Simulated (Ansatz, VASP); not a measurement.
## One calculation of TaSi2, two programs

```
Ta Si
1.0
     4.80602    0.00000    0.00000
    -2.40301    4.16214    0.00000
     0.00000    0.00000    6.59953
Ta Si
3 6
Cartesian
  1.9710 0.0000 -0.4320
  1.2015 2.0811 4.3997
  -1.2015 2.0811 2.1998
  0.0000 1.3229 0.0000
  3.6604 0.6614 4.3997
  1.2574 3.5007 2.1998
  2.4030 2.8393 0.0000
  -1.2574 3.5007 4.3997
  1.1456 0.6614 2.1998
```

Alike in both runs: task single point; functional PBE; k mesh 9 × 9 × 6; occupations gaussian, width 0.15 eV; no spin polarisation.

|  | VASP | Ansatz |
| --- | --- | --- |
| version | VASP 6.6.1 | Ansatz 0.2.0 |
| potentials or method | VASP PAW PBE potentials, release 64 (Ta_pv, Si), cutoff 520 eV | scalar-relativistic, plane waves, PAW |
| valence electrons in the cell | 57 | 63 |

|  | VASP | Ansatz | Ansatz less VASP |
| --- | --- | --- | --- |
| gap on the k mesh at the Fermi level (eV) | none | none | - |
| pressure (GPa) | 12.7 | 12.7 | -0.03 |
| traceless stress, the component that is largest in VASP (GPa) | 7.87 | 7.89 | +0.022 |
| rms of the force components (eV/Å) | 3.522 | 3.522 | 0.0000 |

Atom by atom the forces differ by 0.003 eV/Å (rms over components). A gap of «none» marks a metal or a gap that the smearing closes. VASP's potentials hold 57 valence electrons a cell and Ansatz's 63, so a difference there can come from the potentials and not from the codes.

Spin-orbit coupling is off throughout.
